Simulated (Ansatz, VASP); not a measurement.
One calculation of Si6Ge, two programs

File INCAR:

```
SYSTEM = Si6Ge
PREC = Accurate
ENCUT = 520
EDIFF = 1E-6
ISMEAR = 0
SIGMA = 0.1
LREAL = .FALSE.
LASPH = .TRUE.
NELM = 60
ALGO = Normal
ISIF = 2
LWAVE = .FALSE.
LCHARG = .FALSE.
GGA = PE
NBANDS = 28
```

Contents of KPOINTS:

```
Automatic mesh
0
G
  6 6 6
  0 0 0
```

POSCAR

```
Si6Ge
1.0
    5.2125519938      0.0000000000      0.0000000000
   -2.6062759969      4.5142024451      0.0000000000
    0.0000000000      0.0000000000      4.9682807494
Si Ge
6 1
Direct
    0.5000000000      0.5000000000      0.2478888492
    0.5000000000      0.0000000000      0.2478888492
    0.0000000000      0.5000000000      0.2478888492
    0.5000000000      0.5000000000      0.7521111508
    0.5000000000      0.0000000000      0.7521111508
    0.0000000000      0.5000000000      0.7521111508
    0.0000000000      0.0000000000      0.5000000000
```

Input for Ansatz:

```yaml
crystal:
  lattice:
    - [5.2125519897, 0.0, 0.0]
    - [-2.6062759948, 4.5142024416, 0.0]
    - [0.0, 0.0, 4.9682808739]
  atoms:
    - { symbol: Si, position: [0.5, 0.5, 0.2478888918] }
    - { symbol: Si, position: [0.5, 0.0, 0.2478888918] }
    - { symbol: Si, position: [0.0, 0.5, 0.2478888918] }
    - { symbol: Si, position: [0.5, 0.5, 0.7521111082] }
    - { symbol: Si, position: [0.5, 0.0, 0.7521111082] }
    - { symbol: Si, position: [0.0, 0.5, 0.7521111082] }
    - { symbol: Ge, position: [0.0, 0.0, 0.5] }
basis:
  ecutwfc: 420
kpoints:
  mp_grid: { grid: [6, 6, 6] }
  band_path:
    path:
      - [[0.0, 0.0, 0.0], [0.5, 0.0, 0.0], [0.33333333, 0.33333333, 0.0], [0.0, 0.0, 0.0], [0.0, 0.0, 0.5], [0.5, 0.0, 0.5], [0.33333333, 0.33333333, 0.5], [0.0, 0.0, 0.5]]
      - [[0.5, 0.0, 0.5], [0.5, 0.0, 0.0]]
      - [[0.33333333, 0.33333333, 0.5], [0.33333333, 0.33333333, 0.0]]
    npoints: 14
hamiltonian:
  xc: pbe
scf:
  occupations: { method: gaussian, width: 0.1 }
  n_extra_bands: 17
output:
  forces: true
  stress: true
  eigenvalues: true
  populations: true
  dos: { projected: true, de: 0.02, nscf_kmesh: { grid: [8, 8, 8] } }
  bader: true
  write_density: true
  write_potential: true
  elf: true
  volumetric_format: npy
```

Alike in both runs: task single point; functional PBE; k mesh 6 × 6 × 6; occupations gaussian, width 0.1 eV; no spin polarisation.

```csv
,VASP,Ansatz
version,VASP 6.6.1,Ansatz 0.2.0
potentials or method,"VASP PAW PBE potentials, release 64 (Si, Ge_d), cutoff 520 eV","scalar-relativistic, plane waves, PAW"
valence electrons in the cell,38,38
```

|  | VASP | Ansatz | Ansatz less VASP |
| --- | --- | --- | --- |
| gap on the k mesh at the Fermi level (eV) | none | none | - |
| pressure (GPa) | -0.1 | 0.0 | +0.04 |

A gap of «none» marks a metal or a gap that the smearing closes.
